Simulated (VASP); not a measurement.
Set up this calculation in VASP 6.6.1, as the native input.

- Task: single point
- Functional: PBE
- Potentials or basis: VASP PAW PBE potentials, release 64 (Mo_sv)
- Cutoff: 520 eV
- k mesh: 1 × 1 × 8
- Occupations: gaussian, width 0.05 eV
- Spin: no spin polarisation
- Dipole correction: no
- Further INCAR settings: ALGO = Normal; EDIFF = 1e-06; NBANDS = 73

The structure of Mo lies in POSCAR:

```
Mo
1.0
   13.5000000000      0.0000000000      0.0000000000
    0.0000000000     12.5000000000      0.0000000000
    0.0000000000      0.0000000000      4.4695390374
Mo
9
Direct
    0.5000000000      0.5000000000      0.0000000000
    0.3344615171      0.5000000000      0.5000000000
    0.6655384829      0.5000000000      0.5000000000
    0.3344615171      0.6264176545      0.0000000000
    0.3344615171      0.3735823455      0.0000000000
    0.6655384829      0.6264176545      0.0000000000
    0.6655384829      0.3735823455      0.0000000000
    0.5000000000      0.6264176545      0.5000000000
    0.5000000000      0.3735823455      0.5000000000
```

The input as run:

INCAR

```
SYSTEM = Mo
ALGO = Normal
EDIFF = 1E-6
ENCUT = 520
GGA = PE
ISIF = 2
ISMEAR = 0
LASPH = .TRUE.
LCHARG = .TRUE.
LELF = .TRUE.
LREAL = .FALSE.
LVHAR = .TRUE.
LWAVE = .FALSE.
NBANDS = 73
NELM = 60
PREC = Accurate
SIGMA = 0.05
```

KPOINTS

```
k-points
0
G
  1 1 8
  0 0 0
```

Potentials or basis: VASP PAW PBE potentials, release 64 (Mo_sv).

Launch:

```bash
$ cat potpaw_PBE.64/Mo_sv/POTCAR > POTCAR
$ mpirun -np 1 vasp_std > vasp.out
```

It gave:

| Property | Result |
| --- | --- |
| Largest force | 3.088 eV/Å |
| Band gap on the k mesh | zero (band 63 reaches -0.50 eV, above the bottom of band 64 at -0.66 eV) |

Run time: 6.6 min on 1 thread of Intel(R) Xeon(R) 6975P-C (Granite Rapids), with other jobs on the host, peak memory 0.72 GiB.
